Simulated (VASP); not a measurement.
# Co3Si4Ni (R3) in VASP: single point with r2SCAN

Aim: the single point of Co3Si4Ni with r2SCAN.

Everything below comes from runs of VASP 6.6.1. Logs are shortened: lines on timing, memory, paths and dates and some standing lists are left out, and cuts for length are marked.

### 1 The cell of the first run

Symmetry: R3, No. 146, trigonal system. Conventional cell: a = 6.279 Å, b = 6.279 Å, c = 7.728 Å, α = 90.00°, β = 90.00°, γ = 120.00°. Co (site symmetry 1) has 7 Si at 2.32 to 2.44 Å and 2 Ni at 2.71 to 2.74 Å and 4 Co at 2.73 to 2.76 Å within 3.1 Å. Within 3.1 Å of Si (site symmetry 1) lie 5 Co at 2.32 to 2.44 Å and 2 Ni at 2.35 to 2.44 Å and 6 Si at 2.72 to 2.77 Å. Si (site symmetry 3) has 6 Co at 2.36 to 2.43 Å and 1 Ni at 2.36 Å and 6 Si at 2.72 to 2.77 Å within 3.1 Å. Ni (site symmetry 3) has 7 Si at 2.35 to 2.44 Å and 6 Co at 2.71 to 2.74 Å within 3.1 Å.

### 2 Single point, r2SCAN

File POSCAR:

```
Co3Si4Ni
1.0
    3.1394939620      1.8125876841      2.5759773632
   -3.1394939620      1.8125876841      2.5759773632
    0.0000000000     -3.6251753681      2.5759773633
Co Si Ni
3 4 1
Direct
    0.6437596003      0.1495380955      0.8555232334
    0.8555232334      0.6437596003      0.1495380955
    0.1495380955      0.8555232334      0.6437596003
    0.3445623067      0.8425564199      0.1524003696
    0.6587213740      0.6587213740      0.6587213740
    0.1524003696      0.3445623067      0.8425564199
    0.8425564199      0.1524003696      0.3445623067
    0.3529386007      0.3529386007      0.3529386007
```

File INCAR.step1:

```
ALGO = Normal
EDIFF = 1E-4
ENCUT = 520
GGA = PE
ISMEAR = 0
KPAR = 4
LASPH = True
LCHARG = False
LREAL = False
LWAVE = True
NBANDS = 36
NELM = 60
PREC = Accurate
SIGMA = 0.1
```

File INCAR.step2:

```
ALGO = Normal
EDIFF = 1E-6
ENCUT = 520
ISIF = 2
ISMEAR = 0
ISTART = 1
KPAR = 4
LASPH = True
LCHARG = False
LMIXTAU = True
LREAL = False
LWAVE = False
METAGGA = R2SCAN
NBANDS = 36
NELM = 60
PREC = Accurate
SIGMA = 0.1
```

File KPOINTS:

```
k-points
0
Gamma
  12 12 12
```

Potentials or basis: VASP PAW PBE potentials, release 64 (Co, Si, Ni).

Launch:

```bash
cat potpaw_PBE.64/Co/POTCAR potpaw_PBE.64/Si/POTCAR potpaw_PBE.64/Ni/POTCAR > POTCAR
cp INCAR.step1 INCAR
mpirun -np 4 vasp_std > vasp.out
cp INCAR.step2 INCAR
mpirun -np 4 vasp_std > vasp.out
```

OUTCAR:

```text
EDIFF = 1E-6
   ENCUT = 520
   ISIF = 2
   ISMEAR = 0
   ISTART = 1
   LASPH = True
   LREAL = False
   METAGGA = R2SCAN
   NELM = 60
   PREC = Accurate

 ion  position               nearest neighbor table
   1  0.644  0.150  0.856-   4 2.32   6 2.35   7 2.35   5 2.36   6 2.43   5 2.43   7 2.44   8 2.71
                             3 2.73   2 2.73   8 2.74   2 2.76   3 2.76
   2  0.856  0.644  0.150-   6 2.32   7 2.35   4 2.35   5 2.36   7 2.43   5 2.43   4 2.44   8 2.71
                             1 2.73   3 2.73   8 2.74   3 2.76   1 2.76
   3  0.150  0.856  0.644-   7 2.32   4 2.35   6 2.35   5 2.36   4 2.43   5 2.43   6 2.44   8 2.71
                             1 2.73   2 2.73   8 2.74   2 2.76   1 2.76
   4  0.345  0.843  0.152-   1 2.32   3 2.35   2 2.35   8 2.35   3 2.43   2 2.44   8 2.44   5 2.72
                             7 2.75   6 2.75   6 2.75   7 2.75   5 2.77
   5  0.659  0.659  0.659-   3 2.36   2 2.36   1 2.36   8 2.36   1 2.43   2 2.43   3 2.43   7 2.72
                             4 2.72   6 2.72   6 2.77   4 2.77   7 2.77
   6  0.152  0.345  0.843-   2 2.32   1 2.35   3 2.35   8 2.35   1 2.43   3 2.44   8 2.44   5 2.72
                             4 2.75   7 2.75   7 2.75   4 2.75   5 2.77
   7  0.843  0.152  0.345-   3 2.32   2 2.35   1 2.35   8 2.35   2 2.43   1 2.44   8 2.44   5 2.72
                             4 2.75   6 2.75   6 2.75   4 2.75   5 2.77
   8  0.353  0.353  0.353-   6 2.35   4 2.35   7 2.35   5 2.36   7 2.44   4 2.44   6 2.44   3 2.71
                             1 2.71   2 2.71   2 2.74   1 2.74   3 2.74

  LATTYP: Found a trigonal (rhomboedric) cell.
 ALAT       =     4.4471964006
 COS(alpha) =     0.0032719488

  Lattice vectors:

 A1 = (   3.1394939620,   1.8125876841,   2.5759773632)
 A2 = (  -3.1394939620,   1.8125876841,   2.5759773632)
 A3 = (   0.0000000000,  -3.6251753681,   2.5759773633)

Analysis of symmetry for initial positions (statically):
=====================================================================
 Subroutine PRICEL returns:
 Original cell was already a primitive cell.

 Routine SETGRP: Setting up the symmetry group for a
 trigonal (rhombohedral) supercell.

 Subroutine GETGRP returns: Found  3 space group operations
 (whereof  3 operations were pure point group operations)
 out of a pool of 12 trial point group operations.

The static configuration has the point symmetry C_3 .

Analysis of symmetry for dynamics (positions and initial velocities):
=====================================================================
 Subroutine PRICEL returns:
 Original cell was already a primitive cell.

 Routine SETGRP: Setting up the symmetry group for a
[... 121 lines left out ...]
   NSW    =      0    number of steps for IOM
   IBRION =     -1    ionic relax: 0-MD 1-quasi-New 2-CG
   NFREE  =      0    steps in history (QN), initial steepest desc. (CG)
   ISIF   =      2    stress and relaxation
   ISYM   =      2    0-nonsym 1-usesym 2-fastsym
   POTIM  = 0.5000    time-step for ionic-motion
   TEBEG  =    0.0;   TEEND  =   0.0 temperature during run
   PSTRESS=    0.0 pullay stress
   NELECT =      53.0000    total number of electrons
   NUPDOWN=      -1.0000    fix difference up-down
   EMIN   =  10.00;   EMAX   =-10.00  energy-range for DOS
   EFERMI =   0.00;   METHOD = LEGACY
   ISMEAR =     0;   SIGMA  =   0.10  broadening in eV -4-tet -1-fermi 0-gaus
   EFERMI_NEDOS =   21; number of points for ismear=-14 and -15
   IALGO  =     38    algorithm
   IMIX   =      4    mixing-type and parameters
     AMIX     =   0.40;   BMIX     =  1.00
     AMIX_MAG =   1.60;   BMIX_MAG =  1.00
  volume/ion in A,a.u.               =      10.99        74.19
  Fermi-wavevector in a.u.,A,eV,Ry     =   1.382768  2.613053 26.015001  1.912049
  Thomas-Fermi vector in A             =   2.507429
   LORBIT       =      0    0 simple, 1 ext, 2 COOP (PROOUT), +10 PAW based schemes
   METAGGA = R2SCAN    functional components
   LHFCALC =     F    Hartree Fock is set to
   AEXX    =    0.0000 exact exchange contribution
   IVDW    =     0    specifies the selected vdW correction
   LEPSILON=     F    determine dielectric tensor
   LRPA    =     F    only Hartree local field effects (RPA)
 non-spin polarized calculation
 Gauss-broadening in eV      SIGMA  =   0.10
  energy-cutoff  :      520.00
  volume of cell :       87.95
 maximum number of plane-waves:      2394
 NGX is ok and might be reduce to    36
   NGX = 17   NGY = 17   NGZ = 17

 number of electron      53.0000017 magnetization

 Free energy of the ion-electron system (eV)
  ---------------------------------------------------
  ext. energy  EPLUGINS =         0.00000000
  ---------------------------------------------------
  free energy    TOTEN  =       -90.49555974 eV

  energy without entropy =      -90.47905636  energy(sigma->0) =      -90.48730805

 E-fermi :  12.2237     XC(G=0): -13.8229

 val. band max:       12.2201488528   @ k =   0.4167   0.2500   0.1667
 cond. band min:      12.2240391570   @ k =  -0.1667   0.1667   0.0833
 fundamental gap:      0.0038903042
 Fermi energy:        12.2236693829

 k-point     1 :       0.0000    0.0000    0.0000
  band No.  band energies     occupation
      1      -2.5702      2.00000
      2       3.2280      2.00000
      3       3.2280      2.00000
      4       3.2471      2.00000
      5       5.9279      2.00000
      6       5.9863      2.00000
[... 925 lines left out ...]
     35      16.8847      0.00000
     36      17.1870      0.00000

 [... further k-points ...]
[... 5 lines left out ...]
  --------------------------------------------------------------------------------------
  -------------------------------------------------------------------------------------
  Total       -3.9821530     -3.9821530     -4.0261998      0.0000020      0.0000000     -0.0000000
  in kB      -72.5398339    -72.5398338    -73.3422004      0.0000361      0.0000000     -0.0000000
  external PRESSURE =     -72.8072894 kB  Pullay stress =       0.0000000 kB

 VOLUME and BASIS-vectors are now :
 -----------------------------------------------------------------------------
  energy-cutoff  :      520.00
  volume of cell :       87.95
      direct lattice vectors                 reciprocal lattice vectors
     3.139493962  1.812587684  2.575977363     0.159261335  0.091949575  0.129400723
    -3.139493962  1.812587684  2.575977363    -0.159261335  0.091949575  0.129400723
     0.000000000 -3.625175368  2.575977363     0.000000000 -0.183899149  0.129400723

 POSITION                                       TOTAL-FORCE (eV/Angst)
 -----------------------------------------------------------------------------------
      1.55161     -1.66350      4.24733         0.003219     -0.030045     -0.010034
      0.66483      2.17548      4.24733         0.024410      0.017810     -0.010034
     -2.21644     -0.51198      4.24733        -0.027629      0.012235     -0.010034
     -1.56345      1.59928      3.45057         0.001614      0.000826      0.006072
      0.00000      0.00000      5.09055         0.000000     -0.000000     -0.010794
     -0.60329     -2.15363      3.45057        -0.001523      0.000985      0.006072
      2.16674      0.55435      3.45057        -0.000092     -0.001811      0.006072
      0.00000      0.00000      2.72749         0.000000      0.000000      0.022677
 -----------------------------------------------------------------------------------
    total drift:                                0.000000     -0.000002     -0.002119

  FREE ENERGIE OF THE ION-ELECTRON SYSTEM (eV)
  ---------------------------------------------------
  free  energy   TOTEN  =       -90.4955597362 eV

  energy  without entropy=      -90.4790563613  energy(sigma->0) =      -90.48730805
```

OUTCAR.step1:

```text
EDIFF = 1E-4
   ENCUT = 520
   GGA = PE
   ISMEAR = 0
[... 1190 lines left out ...]
      0.00000      0.00000      5.09055        -0.000000      0.000000      0.005144
     -0.60329     -2.15363      3.45057        -0.003462     -0.003304     -0.003458
      2.16674      0.55435      3.45057         0.004592     -0.001346     -0.003458
      0.00000      0.00000      2.72749        -0.000000      0.000000      0.004013
 -----------------------------------------------------------------------------------
    total drift:                                0.000000     -0.000002     -0.000572

  FREE ENERGIE OF THE ION-ELECTRON SYSTEM (eV)
  ---------------------------------------------------
  free  energy   TOTEN  =       -52.8782817176 eV

  energy  without entropy=      -52.8611545696  energy(sigma->0) =      -52.86971814
```

OSZICAR.step1:

```text
N       E                     dE             d eps       ncg     rms          rms(c)
DAV:   1     0.360305203715E+03    0.36031E+03   -0.22457E+04 21168   0.169E+03
DAV:   2    -0.286215046296E+02   -0.38893E+03   -0.37290E+03 21168   0.367E+02
DAV:   3    -0.576072607126E+02   -0.28986E+02   -0.27741E+02 23004   0.121E+02
DAV:   4    -0.587862542079E+02   -0.11790E+01   -0.11656E+01 26832   0.222E+01
DAV:   5    -0.588281920808E+02   -0.41938E-01   -0.41902E-01 26956   0.403E+00    0.273E+01
DAV:   6    -0.645501448148E+02   -0.57220E+01   -0.11383E+02 25616   0.151E+02    0.314E+01
DAV:   7    -0.527937446319E+02    0.11756E+02   -0.44251E+01 24800   0.106E+02    0.729E+00
DAV:   8    -0.539734193607E+02   -0.11797E+01   -0.81309E+00 32696   0.546E+01    0.132E+01
DAV:   9    -0.529952556581E+02    0.97816E+00   -0.74623E+00 32396   0.452E+01    0.348E+00
DAV:  10    -0.528828088040E+02    0.11245E+00   -0.38058E-01 27492   0.829E+00    0.113E+00
DAV:  11    -0.528793524010E+02    0.34564E-02   -0.38266E-02 30656   0.163E+00    0.381E-01
DAV:  12    -0.528782322737E+02    0.11201E-02   -0.45889E-03 32236   0.987E-01    0.116E-01
DAV:  13    -0.528783291037E+02   -0.96830E-04   -0.19140E-03 24532   0.634E-01    0.776E-02
DAV:  14    -0.528782817176E+02    0.47386E-04   -0.27123E-04 16568   0.311E-01
   1 F= -.52878282E+02 E0= -.52869718E+02  d E =-.171271E-01
```

Run time: 27 min. Hardware: 4 MPI ranks of Oxide Virtual Turin-like, shared host; peak memory 0.82 GiB.

Results:

* Free energy: -90.4956 eV
* Pressure: -7.3 GPa
* Largest force: 0.032 eV/Å
* Band gap on the k mesh: zero (an odd number of electrons rules out a gap without spin polarisation)

Forces on the atoms (eV/Å):
```
Co   0.003 -0.030 -0.010
Co   0.024  0.018 -0.010
Co  -0.028  0.012 -0.010
Si   0.002  0.001  0.006
Si   0.000  0.000 -0.011
Si  -0.002  0.001  0.006
Si   0.000 -0.002  0.006
Ni   0.000  0.000  0.023
```

Caveat: the cell stands under tension; the PAW data sets were made with another functional, which shifts forces and pressure a little; an odd number of electrons without spin polarisation forces a metal; a magnetic or distorted state may lie lower. Spin polarisation is off, so any magnetic state and its effect on volume and gap are missing.
